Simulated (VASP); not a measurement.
Wanted: the native input for a VASP 6.6.1 run.

```
Task                   : single point
Functional             : LDA
Potentials or basis    : VASP PAW LDA potentials, release 64 (Mg, Pd)
Cutoff                 : 600 eV
k mesh                 : 8 × 8 × 8
Occupations            : fermi-dirac, width 0.0272 eV
Spin                   : no spin polarisation
Dipole correction      : no
Further INCAR settings : ALGO = Normal; EDIFF = 1e-06; NBANDS = 13
```

The structure of MgPd lies in POSCAR:

```
MgPd
1.0
    3.1600000000      0.0000000000      0.0000000000
    0.0000000000      3.1600000000      0.0000000000
    0.0000000000      0.0000000000      3.1600000000
Mg Pd
1 1
Direct
    0.0000000000      0.0000000000      0.0000000000
    0.5000000000      0.5000000000      0.5000000000
```

The input as run:

INCAR

```
SYSTEM = MgPd
ALGO = Normal
EDIFF = 1E-6
ENCUT = 600
GGA_COMPAT = .FALSE.
ISIF = 2
ISMEAR = -1
LASPH = .TRUE.
LCHARG = .FALSE.
LREAL = .FALSE.
LWAVE = .FALSE.
NBANDS = 13
NELM = 120
PREC = Accurate
SIGMA = 0.0272
```

KPOINTS

```
k-points
0
G
  8 8 8
  0 0 0
```

Potentials or basis: VASP PAW LDA potentials, release 64 (Mg, Pd).

The run is started by

```sh
$ cat potpaw_LDA.64/Mg/POTCAR potpaw_LDA.64/Pd/POTCAR > POTCAR
$ mpirun -np 1 vasp_std > vasp.out
```

It gave:

```yaml
Pressure: -5.7 GPa
Band_gap_on_the_k_mesh: zero (band 6 reaches 9.98 eV, above the bottom of band 7 at 6.28 eV)
```

Run time: 12 s on 1 thread of Intel Xeon 8259CL, on a shared host, peak memory 0.15 GiB.
